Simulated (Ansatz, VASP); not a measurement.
CaOs in VASP and in Ansatz

```
Ca Os
1.0
     0.00000    2.89737    2.89737
     2.89737    0.00000    2.89737
     2.89737    2.89737    0.00000
Ca Os
1 1
Direct
  0.00000 0.00000 0.00000
  0.50000 0.50000 0.50000
```

Alike in both runs: functional PBE; k mesh 6 × 6 × 6; occupations gaussian, width 0.1 eV; no spin polarisation.

Ansatz relaxed the structure, and its values are those at the end. VASP's run is a single point on that final structure, the one shown.

```csv
,VASP,Ansatz
version,VASP 6.6.1,Ansatz 0.2.0
potentials or method,"VASP PAW PBE potentials, release 64 (Ca_sv, Os), cutoff 520 eV","scalar-relativistic, plane waves, PAW"
valence electrons in the cell,18,26
```

|  | VASP | Ansatz | Ansatz less VASP |
| --- | --- | --- | --- |
| gap on the k mesh at the Fermi level (eV) | none | none | - |
| pressure (GPa) | 0.2 | 0.1 | -0.09 |

A gap of «none» marks a metal or a gap that the smearing closes. VASP's potentials hold 18 valence electrons a cell and Ansatz's 26, so a difference there can come from the potentials and not from the codes.

Spin-orbit coupling is off throughout.
